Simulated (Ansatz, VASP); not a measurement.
**I in VASP and in Ansatz**

```xyz
1
Lattice="-2.0774 2.0774 2.0774 2.0774 -2.0774 2.0774 2.0774 2.0774 -2.0774" Properties=species:S:1:pos:R:3 pbc="T T T"
I     0.0000    0.0000    0.0000
```

Alike in both runs: task single point; functional LDA; k mesh 14 × 14 × 14; occupations fermi-dirac, width 0.03 eV; no spin polarisation.

```csv
,VASP,Ansatz
version,VASP 6.6.1,Ansatz 0.2.0
potentials or method,"VASP PAW LDA potentials, release 64 (I), cutoff 520 eV","all-electron LAPW, scalar-relativistic"
```

```csv
,VASP,Ansatz,Ansatz less VASP
pressure (GPa),-3.4,-3.4,+0.01
```

LDA's correlation is that of Perdew and Zunger in VASP and of Perdew and Wang (1992) in Ansatz. Ansatz ran all-electron here, and VASP with PAW potentials.

Neither program's run includes spin-orbit coupling.
